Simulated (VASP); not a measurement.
Input of a VASP 6.6.1 run:

File INCAR:

```
ALGO = Normal ; EDIFF = 1E-8
ENCUT = 520 ; GGA = PE
IBRION = 8 ; ISIF = 2
ISMEAR = 0 ; LASPH = True
LCHARG = False ; LEPSILON = True
LREAL = False ; LWAVE = False
NELM = 100 ; NSW = 1
PREC = Accurate ; SIGMA = 0.01
```

Contents of KPOINTS:

```
k-points
0
Gamma
  8 8 8
```

Contents of POSCAR:

```
KF
1.0
    0.0000000000      2.9758000000      2.9758000000
    2.9758000000      0.0000000000      2.9758000000
    2.9758000000      2.9758000000      0.0000000000
K F
1 1
Direct
    0.0000000000      0.0000000000      0.0000000000
    0.2500000000      0.2500000000      0.2500000000
```

Potentials or basis: VASP PAW PBE potentials, release 64 (K_sv, F).

Launch:

```bash
$ cat potpaw_PBE.64/K_sv/POTCAR potpaw_PBE.64/F/POTCAR > POTCAR
$ mpirun -np 1 vasp_std > vasp.out
```

Task: What does it give for the electronic dielectric tensor (diagonal)?

Result: 1.72.

Task: What does it give for the Born charges (mean of the diagonal)?

Result: K +1.08; F -1.08 e.

Task: Estimate the highest phonon frequency at Γ, LO-TO splitting left out.

Result: 204 cm⁻¹.

Born effective charge tensors (e):
atom 1, K
```
1.08 0.00 0.00
0.00 1.08 0.00
0.00 0.00 1.08
```
atom 2, F
```
-1.08  0.00  0.00
 0.00 -1.08  0.00
 0.00  0.00 -1.08
```
